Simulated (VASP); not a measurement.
# C (R3m) in VASP: single point with r2SCAN

Aim: the single point of C with r2SCAN.

All numbers are computed with VASP 6.6.1; they aren't measurements. Logs are shortened: lines on timing, memory, paths and dates and some standing lists are left out, and cuts for length are marked.

### 1 The cell of the first run

It takes space group R3m (No. 160, trigonal). Conventional cell: a = 2.511 Å, b = 2.511 Å, c = 31.758 Å, α = 90.00°, β = 90.00°, γ = 120.00°. C (site symmetry 3m) has 4 C at 1.54 Å within 2.1 Å. Within 2.1 Å of C (site symmetry 3m) lie 4 C at 1.54 Å. Within 2.1 Å of C (site symmetry 3m) lie 4 C at 1.54 to 1.79 Å. C (site symmetry 3m) has 4 C at 1.54 Å within 2.1 Å. Within 2.1 Å of C (site symmetry 3m) lie 4 C at 1.54 to 1.79 Å. C (site symmetry 3m) has 4 C at 1.54 Å within 2.1 Å. C (site symmetry 3m) has 4 C at 1.54 to 1.57 Å within 2.1 Å. Within 2.1 Å of C (site symmetry 3m) lie 4 C at 1.54 to 1.57 Å.

### 2 Single point, r2SCAN (the distance across one plane changed)

File POSCAR:

```
C
1.0
   -2.5113391176      0.0000000000      0.0000000000
   -1.2556695588     -2.1748834734      0.0000000000
    1.2556695588      0.7249611578     10.5859979276
C
10
Direct
    0.0195132045      0.0195132045      0.6579396135
    0.9710498014      0.9710498014      0.5125494042
    0.1014104908      0.1014104908      0.9036314725
    0.8891525151      0.8891525151      0.2668575452
    0.1577820758      0.1577820758      0.0727462273
    0.8406529639      0.8406529639      0.1213588917
    0.3691541441      0.3691541441      0.7068624324
    0.6214088618      0.6214088618      0.4636265853
    0.4184413970      0.4184413970      0.8547241910
    0.5721216089      0.5721216089      0.3157648267
```

File INCAR.step1:

```
SYSTEM = C
PREC     = Accurate       ! precision mode
ENCUT    = 520            ! plane-wave cutoff, eV
ISMEAR   = 0              ! smearing method
SIGMA    = 0.05           ! smearing width, eV
LREAL    = .False.        ! projectors in reciprocal space
LASPH    = .True.         ! aspherical terms in the spheres
NELM     = 80             ! most SCF steps
ISYM     = 0            
NBANDS   = 31             ! bands
GGA      = PE             ! functional
ALGO     = Normal         ! electronic algorithm
EDIFF    = 1E-4           ! SCF threshold, eV
LWAVE    = .True.         ! write WAVECAR
LCHARG   = .False.        ! write CHGCAR
```

File INCAR.step2:

```
SYSTEM = C
PREC     = Accurate       ! precision mode
ENCUT    = 520            ! plane-wave cutoff, eV
EDIFF    = 1E-6           ! SCF threshold, eV
ISMEAR   = 0              ! smearing method
SIGMA    = 0.05           ! smearing width, eV
LREAL    = .False.        ! projectors in reciprocal space
LASPH    = .True.         ! aspherical terms in the spheres
NELM     = 80             ! most SCF steps
ALGO     = Normal         ! electronic algorithm
ISIF     = 2              ! what is computed and relaxed
LWAVE    = .False.        ! write WAVECAR
LCHARG   = .False.        ! write CHGCAR
METAGGA  = R2SCAN         ! meta-GGA
LMIXTAU  = .True.       
ISYM     = 0            
NBANDS   = 31             ! bands
ISTART   = 1
```

File KPOINTS:

```
regular mesh
0
Gamma
  10 10 3
  0 0 0
```

Potentials or basis: VASP PAW PBE potentials, release 64 (C).

On the command line:

```console
$ cat potpaw_PBE.64/C/POTCAR > POTCAR
$ cp INCAR.step1 INCAR
$ mpirun -np 1 vasp_std > vasp.out
$ cp INCAR.step2 INCAR
$ mpirun -np 1 vasp_std > vasp.out
```

OUTCAR:

```text
SYSTEM = C
   PREC = Accurate
   ENCUT = 520
   EDIFF = 1E-6
   ISMEAR = 0
   LREAL = .False.
   LASPH = .True.
   NELM = 80
   ISIF = 2
   METAGGA = R2SCAN
   ISYM = 0
   ISTART = 1

 ion  position               nearest neighbor table
   1  0.020  0.020  0.658-   2 1.54   7 1.54   7 1.54   7 1.54
   2  0.971  0.971  0.513-   1 1.54   8 1.54   8 1.54   8 1.54
   3  0.101  0.101  0.904-   9 1.54   9 1.54   9 1.54   5 1.79
   4  0.889  0.889  0.267-  10 1.54  10 1.54  10 1.54   6 1.54
   5  0.158  0.158  0.073-   6 1.54   6 1.54   6 1.54   3 1.79
   6  0.841  0.841  0.121-   5 1.54   5 1.54   5 1.54   4 1.54
   7  0.369  0.369  0.707-   1 1.54   1 1.54   1 1.54   9 1.57
   8  0.621  0.621  0.464-   2 1.54   2 1.54   2 1.54  10 1.57
   9  0.418  0.418  0.855-   3 1.54   3 1.54   3 1.54   7 1.57
  10  0.572  0.572  0.316-   4 1.54   4 1.54   4 1.54   8 1.57

IMPORTANT INFORMATION: All symmetrisations will be switched off!
NOSYMM: (Re-)initialisation of all symmetry stuff for point group C_1.

----------------------------------------------------------------------------------------

                                     Primitive cell

  volume of cell :      57.8193

  direct lattice vectors                    reciprocal lattice vectors
    -2.511339118  0.000000000  0.000000000    -0.398193933  0.229897374  0.031488135
    -1.255669559 -2.174883473  0.000000000     0.000000000 -0.459794749  0.031488135
     1.255669559  0.724961158 10.585997928     0.000000000  0.000000000  0.094464405

  length of vectors
     2.511339118  2.511339118 10.684831625     0.460871689  0.460871689  0.094464405

  position of ions in fractional coordinates (direct lattice)
     0.019513205  0.019513205  0.657939613
     0.971049801  0.971049801  0.512549404
     0.101410491  0.101410491  0.903631473
     0.889152515  0.889152515  0.266857545
     0.157782076  0.157782076  0.072746227
     0.840652964  0.840652964  0.121358892
     0.369154144  0.369154144  0.706862432
     0.621408862  0.621408862  0.463626585
     0.418441397  0.418441397  0.854724191
     0.572121609  0.572121609  0.315764827

  ion indices of the primitive-cell ions
   primitive index   ion index
                 1           1
                 2           2
                 3           3
                 4           4
                 5           5
                 6           6
                 7           7
                 8           8
                 9           9
                10          10

----------------------------------------------------------------------------------------

 KPOINTS: regular mesh

Automatic generation of k-mesh.
 Grid dimensions read from file:
 generate k-points for:   10   10    3

 Generating k-lattice:

  Cartesian coordinates                     Fractional coordinates (reciprocal lattice)
    -0.039819393  0.022989737  0.003148814     0.100000000  0.000000000 -0.000000000
     0.000000000 -0.045979475  0.003148814     0.000000000  0.100000000  0.000000000
     0.000000000  0.000000000  0.031488135     0.000000000  0.000000000  0.333333333

  Length of vectors
     0.046087169  0.046087169  0.031488135

  Shift w.r.t. Gamma in fractional coordinates (k-lattice)
     0.000000000  0.000000000  0.000000000

 -----------------------------------------------------------------------------
|                                                                             |
|           W    W    AA    RRRRR   N    N  II  N    N   GGGG   !!!           |
|           W    W   A  A   R    R  NN   N  II  NN   N  G    G  !!!           |
|           W    W  A    A  R    R  N N  N  II  N N  N  G       !!!           |
|           W WW W  AAAAAA  RRRRR   N  N N  II  N  N N  G  GGG   !            |
|           WW  WW  A    A  R   R   N   NN  II  N   NN  G    G                |
|           W    W  A    A  R    R  N    N  II  N    N   GGGG   !!!           |
|                                                                             |
|     Your reciprocal lattice and k-lattice belong to different lattice       |
|     classes:                                                                |
|                                                                             |
|        The reciprocal lattice is rhombohedral (trigonal),                   |
|        whereas your k-lattice is base-centered monoclinic.                  |
|                                                                             |
|     Results are often still useful ...                                      |
|                                                                             |
 -----------------------------------------------------------------------------

 WARNING: IBZKPT: internal override: KBLOWUP is changed to .FALSE.
      ... skipping the blow-up phase ...

 Subroutine IBZKPT returns following result:
 ===========================================

 Found    152 irreducible k-points:

 Following reciprocal coordinates:
            Coordinates               Weight
  0.000000  0.000000  0.000000      1.000000
  0.100000 -0.000000  0.000000      2.000000
  0.200000 -0.000000  0.000000      2.000000
  0.300000  0.000000 -0.000000      2.000000
  0.400000 -0.000000  0.000000      2.000000
  0.500000 -0.000000  0.000000      1.000000
[... 16 lines left out ...]
 -0.400000  0.200000 -0.000000      2.000000
 -0.300000  0.200000  0.000000      2.000000
 [... further k-points ...]
   k-points           NKPTS =    152   k-points in BZ     NKDIM =    152   number of bands    NBANDS=     31
   number of dos      NEDOS =    301   number of ions     NIONS =     10
   total plane-waves  NPLWV =  32000
   dimension x,y,z NGX =    20 NGY =   20 NGZ =   80
   dimension x,y,z NGXF=    40 NGYF=   40 NGZF=  160
   ions per type =              10
   NGX,Y,Z   is equivalent  to a cutoff of  13.24, 13.24, 12.45 a.u.
   NGXF,Y,Z  is equivalent  to a cutoff of  26.48, 26.48, 24.89 a.u.
 SYSTEM =  C
   PREC   = accura    normal or accurate (medium, high low for compatibility)
   ISTART =      1    job   : 0-new  1-cont  2-samecut
   ICHARG =      0    charge: 1-file 2-atom 10-const
   ISPIN  =      1    spin polarized calculation?
   LNONCOLLINEAR =      F non collinear calculations
   LSORBIT =      F    spin-orbit coupling
   LASPH  =      T    aspherical Exc in radial PAW
   ENCUT  =  520.0 eV  38.22 Ry    6.18 a.u.   4.67  4.67 19.87*2*pi/ulx,y,z
   NELM   =     80;   NELMIN=  2; NELMDL=  0     # of ELM steps
   EDIFF  = 0.1E-05   stopping-criterion for ELM
   LREAL  =      F    real-space projection
   EDIFFG = 0.1E-04   stopping-criterion for IOM
   NSW    =      0    number of steps for IOM
   IBRION =     -1    ionic relax: 0-MD 1-quasi-New 2-CG
   NFREE  =      0    steps in history (QN), initial steepest desc. (CG)
   ISIF   =      2    stress and relaxation
   ISYM   =      0    0-nonsym 1-usesym 2-fastsym
   POTIM  = 0.5000    time-step for ionic-motion
   TEBEG  =    0.0;   TEEND  =   0.0 temperature during run
   PSTRESS=    0.0 pullay stress
   NELECT =      40.0000    total number of electrons
   NUPDOWN=      -1.0000    fix difference up-down
   EMIN   =  10.00;   EMAX   =-10.00  energy-range for DOS
   EFERMI =   0.00;   METHOD = LEGACY
   ISMEAR =     0;   SIGMA  =   0.05  broadening in eV -4-tet -1-fermi 0-gaus
   EFERMI_NEDOS =   21; number of points for ismear=-14 and -15
   IALGO  =     38    algorithm
   IMIX   =      4    mixing-type and parameters
     AMIX     =   0.40;   BMIX     =  1.00
     AMIX_MAG =   1.60;   BMIX_MAG =  1.00
  volume/ion in A,a.u.               =       5.78        39.02
  Fermi-wavevector in a.u.,A,eV,Ry     =   1.447895  2.736125 28.523258  2.096400
  Thomas-Fermi vector in A             =   2.565798
   LORBIT       =      0    0 simple, 1 ext, 2 COOP (PROOUT), +10 PAW based schemes
   METAGGA = R2SCAN    functional components
   LHFCALC =     F    Hartree Fock is set to
   AEXX    =    0.0000 exact exchange contribution
   IVDW    =     0    specifies the selected vdW correction
   LEPSILON=     F    determine dielectric tensor
   LRPA    =     F    only Hartree local field effects (RPA)
 non-spin polarized calculation
 Gauss-broadening in eV      SIGMA  =   0.05
  energy-cutoff  :      520.00
  volume of cell :       57.82
 maximum number of plane-waves:      1581
   NGX =  9   NGY =  9   NGZ = 39

 number of electron      40.0000000 magnetization

 Free energy of the ion-electron system (eV)
  ---------------------------------------------------
  ext. energy  EPLUGINS =         0.00000000
  ---------------------------------------------------
  free energy    TOTEN  =       -97.70522797 eV

  energy without entropy =      -97.70522797  energy(sigma->0) =      -97.70522797

 E-fermi :   9.7335     XC(G=0): -14.1425

 val. band max:        9.4983999260   @ k =   0.0000   0.0000   0.0000
 cond. band min:      13.9510620386   @ k =   0.0000  -0.4000   0.3333
 fundamental gap:      4.4526621126
 Fermi energy:         9.7334539868

 k-point     1 :       0.0000    0.0000    0.0000
  band No.  band energies     occupation
      1     -13.1859      2.00000
      2     -12.2465      2.00000
      3     -11.6799      2.00000
      4      -9.1100      2.00000
      5      -8.6564      2.00000
      6      -2.9036      2.00000
[... 23 lines left out ...]
     30      18.2822      0.00000
     31      18.5339      0.00000

 k-point     2 :       0.1000   -0.0000    0.0000
  band No.  band energies     occupation
      1     -12.9263      2.00000
      2     -11.9967      2.00000
      3     -11.4148      2.00000
      4      -8.8929      2.00000
      5      -8.3847      2.00000
      6      -2.7291      2.00000
[... 23 lines left out ...]
     30      18.5844      0.00000
     31      18.9541      0.00000

 k-point     3 :       0.2000   -0.0000    0.0000
  band No.  band energies     occupation
      1     -12.1522      2.00000
      2     -11.2506      2.00000
      3     -10.6266      2.00000
      4      -8.2307      2.00000
      5      -7.5935      2.00000
      6      -2.2125      2.00000
[... 23 lines left out ...]
     30      19.5126      0.00000
     31      20.1006      0.00000

 k-point     4 :       0.3000    0.0000   -0.0000
  band No.  band energies     occupation
      1     -10.8810      2.00000
      2     -10.0232      2.00000
      3      -9.3402      2.00000
      4      -7.1240      2.00000
      5      -6.3387      2.00000
      6      -1.7336      2.00000
[... 635 lines left out ...]
     30      20.7676      0.00000
     31      21.3398      0.00000

 k-point    23 :      -0.4000    0.2000   -0.0000
  band No.  band energies     occupation
      1      -6.8863      2.00000
      2      -6.4188      2.00000
      3      -5.8497      2.00000
      4      -5.1264      2.00000
      5      -4.6573      2.00000
      6      -3.7320      2.00000
[... 23 lines left out ...]
     30      20.8732      0.00000
     31      21.3175      0.00000

 k-point    24 :      -0.3000    0.2000    0.0000
  band No.  band energies     occupation
      1      -8.4606      2.00000
      2      -7.6074      2.00000
      3      -7.0344      2.00000
      4      -4.9180      2.00000
      5      -4.3935      2.00000
      6      -3.2062      2.00000
[... 23 lines left out ...]
     30      21.0153      0.00000
     31      21.5344      0.00000

 [... further k-points ...]
[... 5 lines left out ...]
  --------------------------------------------------------------------------------------
  -------------------------------------------------------------------------------------
  Total        0.0817533      0.0817383     -6.5289637      0.0000135      0.0000307      0.0000534
  in kB        2.2653873      2.2649728   -180.9179579      0.0003750      0.0008509      0.0014811
  external PRESSURE =     -58.7958659 kB  Pullay stress =       0.0000000 kB

 VOLUME and BASIS-vectors are now :
 -----------------------------------------------------------------------------
  energy-cutoff  :      520.00
  volume of cell :       57.82
      direct lattice vectors                 reciprocal lattice vectors
    -2.511339118  0.000000000  0.000000000    -0.398193933  0.229897374  0.031488135
    -1.255669559 -2.174883473  0.000000000     0.000000000 -0.459794749  0.031488135
     1.255669559  0.724961158 10.585997928     0.000000000  0.000000000  0.094464405

 POSITION                                       TOTAL-FORCE (eV/Angst)
 -----------------------------------------------------------------------------------
      0.75265      0.43454      6.96495         0.000010      0.000006      0.028061
     -3.01436     -1.74034      5.42585         0.000016      0.000009     -0.007514
      0.75265      0.43454      9.56584         0.000002      0.000001      2.026528
     -3.01436     -1.74034      2.82495        -0.000009     -0.000005      0.107019
     -0.50302     -0.29042      0.77009        -0.000043     -0.000024     -2.000831
     -3.01436     -1.74034      1.28470         0.000002      0.000001     -1.381085
     -0.50302     -0.29042      7.48284         0.000003      0.000002     -0.103460
     -1.75869     -1.01538      4.90795        -0.000007     -0.000004      0.001259
     -0.50302     -0.29042      9.04811         0.000000      0.000000      1.346403
     -1.75869     -1.01538      3.34269         0.000025      0.000015     -0.016381
 -----------------------------------------------------------------------------------
    total drift:                                0.000106      0.000061      0.000662

  FREE ENERGIE OF THE ION-ELECTRON SYSTEM (eV)
  ---------------------------------------------------
  free  energy   TOTEN  =       -97.7052279707 eV

  energy  without entropy=      -97.7052279707  energy(sigma->0) =      -97.70522797
```

Run time: 20 min. Hardware: 1 thread of Intel Xeon Platinum 8259CL at 2.50GHz (Skylake/Cascade Lake), shared host; peak memory 0.29 GiB.

What came out:

* Free energy: -97.7052 eV
* Pressure: -5.9 GPa
* Largest force: 2.027 eV/Å
* Band gap on the k mesh: 4.45 eV (least direct gap 4.75 eV)

Forces in eV/Å, atoms in the order of the input:
```
C    0.000  0.000  0.028
C    0.000  0.000 -0.008
C    0.000  0.000  2.027
C    0.000  0.000  0.107
C    0.000  0.000 -2.001
C    0.000  0.000 -1.381
C    0.000  0.000 -0.103
C    0.000  0.000  0.001
C    0.000  0.000  1.346
C    0.000  0.000 -0.016
```

Levels at points of the mesh, in eV from the valence-band top:
| k point | band 16 | band 17 | band 18 | band 19 | band 20 | band 21 | band 22 | band 23 | band 24 | band 25 |
| --- | --- | --- | --- | --- | --- | --- | --- | --- | --- | --- |
| (0.00, 0.00, 0.00) | -1.09 | -1.09 | -0.05 | -0.05 | 0.00 | 4.75 | 5.81 | 5.81 | 7.09 | 7.09 |
| (0.50, 0.00, 0.00) | -4.91 | -4.79 | -4.42 | -3.43 | -3.22 | 4.92 | 5.24 | 5.50 | 6.60 | 6.88 |
| (0.00, 0.50, 0.00) | -4.91 | -4.79 | -4.42 | -3.43 | -3.22 | 4.92 | 5.24 | 5.50 | 6.60 | 6.88 |
| (0.50, 0.50, 0.00) | -5.35 | -4.48 | -3.83 | -3.77 | -3.53 | 4.77 | 5.05 | 5.80 | 6.22 | 7.45 |

Caveat: the cell differs from its parent crystal (the distance across one plane changed); the stress differs along the axes, from -18 to 0 GPa; the PAW data sets were made with another functional, which shifts forces and pressure a little.
